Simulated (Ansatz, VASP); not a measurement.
## Two plane-wave programs on Li2BrCl

```xyz
4
Lattice="1.8761 1.0831 6.1164 -1.8761 1.0831 6.1164 0.0000 -2.1663 6.1164" Properties=species:S:1:pos:R:3 pbc="T T T"
Cl    1.8761    1.0831    6.1164
Br    0.0000    0.0000    9.1746
Li    0.0000    0.0000    4.6673
Li    0.0000    0.0000   13.6819
```

Alike in both runs: task single point; functional LDA; k mesh 8 × 8 × 8; no spin polarisation.

```csv
,VASP,Ansatz
version,VASP 6.6.1,Ansatz 0.2.0
potentials or method,"VASP PAW LDA potentials, release 64 (Cl, Br, Li_sv)","plane waves, PAW"
plane-wave cutoff (eV),520,420
occupations,"gaussian, width 0.01 eV",fixed
valence electrons in the cell,20,20
```

```tsv
	VASP	Ansatz	Ansatz less VASP
gap on the k mesh at the Fermi level (eV)	4.79	4.77	-0.018
```

LDA's correlation is that of Perdew and Zunger in VASP and of Perdew and Wang (1992) in Ansatz.

Noted on VASP's run: the cutoff is under 1.25 times that of the potentials, so the pressure is a little rough.
